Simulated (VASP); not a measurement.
Write the native input for VASP 6.6.1 that does the following.

```
Task                   : single point
Functional             : PBE
Dispersion             : D3(BJ)
Potentials or basis    : VASP PAW PBE potentials, release 64 (Na_pv, C)
Cutoff                 : 520 eV
k mesh                 : 6 × 6 × 6
Occupations            : gaussian, width 0.2 eV
Spin                   : no spin polarisation
Dipole correction      : no
Further INCAR settings : ALGO = Normal; EDIFF = 1e-06; NBANDS = 30
```

The structure of NaC8 lies in POSCAR:

```
NaC8
1.0
    0.0008659251      0.0024666722      4.5090606388
    4.9783875080      0.0002515907      0.0009843838
   -2.4889723719      4.3105613279      0.0018501979
Na C
1 8
Direct
    0.5000093947      0.0004165518      0.0001960122
   -0.0000192305      0.3345829068      0.1672924976
   -0.0000054713      0.3332840994      0.6666414503
    0.0000002329      0.8326414290      0.1672854201
    0.0000226661      0.8326427503      0.6653586469
   -0.0000323877      0.1672479236      0.3345950091
    0.0000069478      0.1672511595      0.8326578553
   -0.0000059827      0.6666095771      0.3333097990
    0.0000238307      0.6653236025      0.8326633094
```

One way to write it, as run:

INCAR

```
SYSTEM = NaC8
PREC = Accurate
ENCUT = 520
EDIFF = 1E-6
ISMEAR = 0
SIGMA = 0.2
LREAL = .False.
LASPH = .True.
NELM = 100
ALGO = Normal
ISIF = 2
LWAVE = .False.
LCHARG = .False.
GGA = PE
IVDW = 12
NBANDS = 30
```

KPOINTS

```
regular mesh
0
Gamma
  6 6 6
  0 0 0
```

Potentials or basis: VASP PAW PBE potentials, release 64 (Na_pv, C).

Launch:

```sh
$ cat potpaw_PBE.64/Na_pv/POTCAR potpaw_PBE.64/C/POTCAR > POTCAR
$ mpirun -np 1 vasp_std > vasp.out
```

Results of the run:

| Item | Value |
| --- | --- |
| Pressure | 0.0 GPa |
| Largest force | 0.008 eV/Å |
| Dispersion energy per atom | -0.130 eV |

Caveat: pairwise dispersion overbinds metals, which lowers pressure and volume.

Run time: 6.1 min on 1 thread of Intel Xeon 8259CL, on a shared host, peak memory 0.39 GiB.
